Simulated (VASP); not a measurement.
# TiC (P-6m2) in VASP: notebook, part 2 of 2

VASP 6.6.1. Earlier steps stand in the parts before.

## 6. Single point, LDA+U

File INCAR:

```
PREC = Accurate ; ENCUT = 520
EDIFF = 1E-6 ; ISMEAR = -1
SIGMA = 0.05 ; LREAL = F
LASPH = T ; NELM = 150
ALGO = Normal ; ISIF = 2
LWAVE = F ; LCHARG = T
LMAXMIX = 4 ; LDAU = T
LDAUTYPE = 2 ; LDAUL = 2 -1
LDAUU = 3 0 ; LDAUJ = 0 0
LDAUPRINT = 1 ; GGA = CA
LELF = T ; LVHAR = T
NBANDS = 15
```

File KPOINTS:

```
regular mesh
0
Gamma
  10 10 10
```

File POSCAR:

```
TiC
1.0
    3.0420900000      0.0000000000      0.0000000000
   -1.5210400000      2.6345200000      0.0000000000
    0.0000000000      0.0000000000      2.6979700000
Ti C
1 1
Direct
    0.0000000000      0.0000000000      0.5000000000
    0.3333300000      0.6666700000      0.0000000000
```

Potentials or basis: VASP PAW LDA potentials, release 64 (Ti_sv, C).

On the command line:

```sh
> cat potpaw_LDA.64/Ti_sv/POTCAR potpaw_LDA.64/C/POTCAR > POTCAR
> mpirun -np 1 vasp_std > vasp.out
```

OUTCAR:

```text
PREC = Accurate
   ENCUT = 520
   EDIFF = 1E-6
   ISMEAR = -1
   LREAL = F
   LASPH = T
   NELM = 150
   ISIF = 2
   GGA = CA

 ion  position               nearest neighbor table
   1  0.000  0.000  0.500-   2 2.21   2 2.21   2 2.21   2 2.21   2 2.21   2 2.21
   2  0.333  0.667  0.000-   1 2.21   1 2.21   1 2.21   1 2.21   1 2.21   1 2.21

  LATTYP: Found a hexagonal cell.
 ALAT       =     3.0420900000
 C/A-ratio  =     0.8868804013

  Lattice vectors:

 A1 = (   3.0420900000,   0.0000000000,   0.0000000000)
 A2 = (  -1.5210400000,   2.6345200000,   0.0000000000)
 A3 = (   0.0000000000,   0.0000000000,   2.6979700000)

Analysis of symmetry for initial positions (statically):
=====================================================================
 Subroutine PRICEL returns:
 Original cell was already a primitive cell.

 Routine SETGRP: Setting up the symmetry group for a
 hexagonal supercell.

 Subroutine GETGRP returns: Found  4 space group operations
 (whereof  4 operations were pure point group operations)
 out of a pool of 24 trial point group operations.

The static configuration has the point symmetry C_2v.

Analysis of symmetry for dynamics (positions and initial velocities):
=====================================================================
 Subroutine PRICEL returns:
 Original cell was already a primitive cell.

 Routine SETGRP: Setting up the symmetry group for a
 hexagonal supercell.

 Subroutine GETGRP returns: Found  4 space group operations
 (whereof  4 operations were pure point group operations)
 out of a pool of 24 trial point group operations.

The dynamic configuration has the point symmetry C_2v.

 Subroutine INISYM returns: Found  4 space group operations
 (whereof  4 operations are pure point group operations),
 and found     1 'primitive' translations

----------------------------------------------------------------------------------------

                                     Primitive cell

  volume of cell :      21.6227

  direct lattice vectors                    reciprocal lattice vectors
     3.042090000  0.000000000  0.000000000     0.328721372  0.189787269  0.000000000
    -1.521040000  2.634520000  0.000000000     0.000000000  0.379575786  0.000000000
     0.000000000  0.000000000  2.697970000     0.000000000  0.000000000  0.370649044

  length of vectors
     3.042090000  3.042081247  2.697970000     0.379574694  0.379575786  0.370649044

  position of ions in fractional coordinates (direct lattice)
     0.000000000  0.000000000  0.500000000
     0.333330000  0.666670000  0.000000000

  ion indices of the primitive-cell ions
   primitive index   ion index
                 1           1
                 2           2

----------------------------------------------------------------------------------------

 KPOINTS: regular mesh

Automatic generation of k-mesh.
 Grid dimensions read from file:
 generate k-points for:   10   10   10
[... 87 lines left out ...]
  Thomas-Fermi vector in A             =   2.594734
   LORBIT       =      0    0 simple, 1 ext, 2 COOP (PROOUT), +10 PAW based schemes
 LDA+U is selected, type is set to LDAUTYPE =  2
   angular momentum for each species LDAUL =     2   -1
   U (eV)           for each species LDAUU =   3.0  0.0
   J (eV)           for each species LDAUJ =   0.0  0.0
   GGA     = CA    functional components
   LHFCALC =     F    Hartree Fock is set to
   AEXX    =    0.0000 exact exchange contribution
   IVDW    =     0    specifies the selected vdW correction
   LEPSILON=     F    determine dielectric tensor
   LRPA    =     F    only Hartree local field effects (RPA)
 non-spin polarized calculation
  energy-cutoff  :      520.00
  volume of cell :       21.62
 maximum number of plane-waves:       592
   NGX = 11   NGY = 11   NGZ = 11

atom =   1  type =  1  l = 2

 onsite density matrix

spin component  1

  0.1408  0.0000 -0.0000  0.0000  0.0000
  0.0000  0.2382  0.0000 -0.0000  0.0000
 -0.0000  0.0000  0.1866  0.0000 -0.0000
  0.0000 -0.0000  0.0000  0.2382  0.0000
  0.0000  0.0000 -0.0000  0.0000  0.1408

spin component  2

  0.1408  0.0000 -0.0000  0.0000  0.0000
  0.0000  0.2382  0.0000 -0.0000  0.0000
 -0.0000  0.0000  0.1866  0.0000 -0.0000
  0.0000 -0.0000  0.0000  0.2382  0.0000
  0.0000  0.0000 -0.0000  0.0000  0.1408

 occupancies and eigenvectors

  o =  0.1408  v =  0.8660  0.0000 -0.0000  0.0000 -0.5000  0.0000  0.0000  0.0000  0.0000  0.0000      0.0000  0.0000  0.0000  0.0000  0.0000  0.0000  0.0000  0.0000  0.0000  0.0000
  o =  0.1408  v =  0.0000  0.0000  0.0000  0.0000  0.0000  0.8660  0.0000 -0.0000  0.0000 -0.5000      0.0000  0.0000  0.0000  0.0000  0.0000  0.0000  0.0000  0.0000  0.0000  0.0000
  o =  0.1408  v = -0.5000  0.0000 -0.0000  0.0000 -0.8660  0.0000  0.0000  0.0000  0.0000  0.0000      0.0000  0.0000  0.0000  0.0000  0.0000  0.0000  0.0000  0.0000  0.0000  0.0000
  o =  0.1408  v =  0.0000  0.0000  0.0000  0.0000  0.0000 -0.5000  0.0000 -0.0000  0.0000 -0.8660      0.0000  0.0000  0.0000  0.0000  0.0000  0.0000  0.0000  0.0000  0.0000  0.0000
  o =  0.1866  v =  0.0000  0.0000 -1.0000  0.0000  0.0000  0.0000  0.0000  0.0000  0.0000  0.0000      0.0000  0.0000  0.0000  0.0000  0.0000  0.0000  0.0000  0.0000  0.0000  0.0000
  o =  0.1866  v =  0.0000  0.0000  0.0000  0.0000  0.0000  0.0000  0.0000 -1.0000  0.0000  0.0000      0.0000  0.0000  0.0000  0.0000  0.0000  0.0000  0.0000  0.0000  0.0000  0.0000
  o =  0.2382  v = -0.0000 -0.9119 -0.0000 -0.4103 -0.0000  0.0000  0.0000  0.0000  0.0000  0.0000      0.0000  0.0000  0.0000  0.0000  0.0000  0.0000  0.0000  0.0000  0.0000  0.0000
  o =  0.2382  v =  0.0000  0.0000  0.0000  0.0000  0.0000 -0.0000 -0.9119 -0.0000 -0.4103 -0.0000      0.0000  0.0000  0.0000  0.0000  0.0000  0.0000  0.0000  0.0000  0.0000  0.0000
  o =  0.2382  v =  0.0000  0.0000  0.0000  0.0000  0.0000  0.0000  0.4103  0.0000 -0.9119  0.0000      0.0000  0.0000  0.0000  0.0000  0.0000  0.0000  0.0000  0.0000  0.0000  0.0000
  o =  0.2382  v =  0.0000  0.4103  0.0000 -0.9119  0.0000  0.0000  0.0000  0.0000  0.0000  0.0000      0.0000  0.0000  0.0000  0.0000  0.0000  0.0000  0.0000  0.0000  0.0000  0.0000

 number of electron      16.0000003 magnetization

 Free energy of the ion-electron system (eV)
  ---------------------------------------------------
  ext. energy  EPLUGINS =         0.00000000
  ---------------------------------------------------
  free energy    TOTEN  =       -16.75133523 eV

  energy without entropy =      -16.74788978  energy(sigma->0) =      -16.74961250

 E-fermi :   8.7411     XC(G=0): -12.6008

 val. band max:        8.7169495834   @ k =   0.3000   0.1000   0.0000
 cond. band min:       8.7733782241   @ k =   0.5000   0.5000   0.1000
 fundamental gap:      0.0564286406
 Fermi energy:         8.7411242486

 k-point     1 :       0.0000    0.0000    0.0000
  band No.  band energies     occupation
      1     -47.8901      2.00000
      2     -24.4113      2.00000
      3     -24.4112      2.00000
      4     -23.9277      2.00000
      5      -3.2712      2.00000
      6       7.2672      2.00000
      7       7.2673      2.00000
      8       7.8842      2.00000
      9      10.9287      0.00000
     10      12.1211      0.00000
     11      12.1212      0.00000
     12      14.4749      0.00000
     13      14.4750      0.00000
     14      16.0570      0.00000
[... 401 lines left out ...]
      2     -24.6977      2.00000
      3     -24.5220      2.00000
      4     -23.8899      2.00000
      5      -1.4462      2.00000
      6       4.7707      2.00000
      7       7.3541      2.00000
      8       8.7963      0.49782
      9       9.0625      0.00323
     10      11.6683      0.00000
     11      12.3498      0.00000
     12      12.9898      0.00000
     13      15.0710      0.00000
     14      19.7320      0.00000
     15      23.0990      0.00000

 [... further k-points ...]
[... 5 lines left out ...]
  --------------------------------------------------------------------------------------
  -------------------------------------------------------------------------------------
  Total       -0.4618697     -0.4619426     -0.4398561     -0.0000661      0.0000000      0.0000000
  in kB      -34.2231058    -34.2285009    -32.5919609     -0.0048997      0.0000000      0.0000000
  external PRESSURE =     -33.6811892 kB  Pullay stress =       0.0000000 kB

 VOLUME and BASIS-vectors are now :
 -----------------------------------------------------------------------------
  energy-cutoff  :      520.00
  volume of cell :       21.62
      direct lattice vectors                 reciprocal lattice vectors
     3.042090000  0.000000000  0.000000000     0.328721372  0.189787269  0.000000000
    -1.521040000  2.634520000  0.000000000     0.000000000  0.379575786  0.000000000
     0.000000000  0.000000000  2.697970000     0.000000000  0.000000000  0.370649044

 POSITION                                       TOTAL-FORCE (eV/Angst)
 -----------------------------------------------------------------------------------
      0.00000      0.00000      1.34899        -0.000090      0.000052      0.000000
     -0.00001      1.75636      0.00000         0.000090     -0.000052      0.000000
 -----------------------------------------------------------------------------------
    total drift:                                0.000043      0.000074     -0.000000

  FREE ENERGIE OF THE ION-ELECTRON SYSTEM (eV)
  ---------------------------------------------------
  free  energy   TOTEN  =       -16.7513352329 eV

  energy  without entropy=      -16.7478897760  energy(sigma->0) =      -16.74961250
```

It took 16 s on 1 thread of Intel Xeon 6975P-C (Granite Rapids), shared host; peak memory 0.17 GiB.

What came out:

* Free energy: -16.7513 eV
* Pressure: -3.4 GPa
* Band gap on the k mesh: zero (band 8 reaches 8.80 eV, above the bottom of band 9 at 8.71 eV)

Eigenvalues of the final occupation matrices:
```tsv
site	spin	trace	eigenvalues
site 1 d	1	0.94	0.14 0.14 0.19 0.24 0.24
site 1 d	2	0.94	0.14 0.14 0.19 0.24 0.24
```

Caveat: U without spin polarisation on a metal has little footing; the U is typed as a test and isn't derived for this compound.

## 7. Summary

```tsv
level	potentials or basis	U	cell	k mesh	gap on the mesh (eV)	pressure (GPa)
PBE	VASP PAW PBE potentials, release 64 (Ti_sv, C)	-	a = 3.042, b = 3.042, c = 2.698 Å, angles 90.0, 90.0, 120.0°, 2 atoms	6 × 6 × 6	0.25	0.1
r2SCAN	VASP PAW PBE potentials, release 64 (Ti_sv, C)	-	a = 3.039, b = 3.039, c = 2.688 Å, angles 90.0, 90.0, 120.0°, 2 atoms	10 × 10 × 10	none	0.9
PBEsol+U	VASP PAW PBE potentials, release 64 (Ti_sv, C)	Ti d U = 6.0 eV	a = 3.047, b = 3.047, c = 2.727 Å, angles 90.0, 90.0, 120.0°, 2 atoms	10 × 10 × 10	none	6.2
r2SCAN+U	VASP PAW PBE potentials, release 64 (Ti_sv, C)	Ti d U = 6.0 eV	a = 3.069, b = 3.069, c = 2.759 Å, angles 90.0, 90.0, 120.0°, 2 atoms	10 × 10 × 10	none	4.9
LDA+U	VASP PAW LDA potentials, release 64 (Ti_sv, C)	Ti d U = 3.0 eV	a = 3.042, b = 3.042, c = 2.698 Å, angles 90.0, 90.0, 120.0°, 2 atoms	10 × 10 × 10	none	-3.4
```

Alike in all rows: task single point; no spin polarisation; cutoff (eV) 520; smearing fermi-dirac 0.05 eV.

Caveats: the PAW data sets were made with another functional, which shifts forces and pressure a little (some runs); U without spin polarisation on a metal has little footing (some runs); the U is typed as a test and isn't derived for this compound (some runs).

Absolute energies hang on the potentials; compare differences alone.
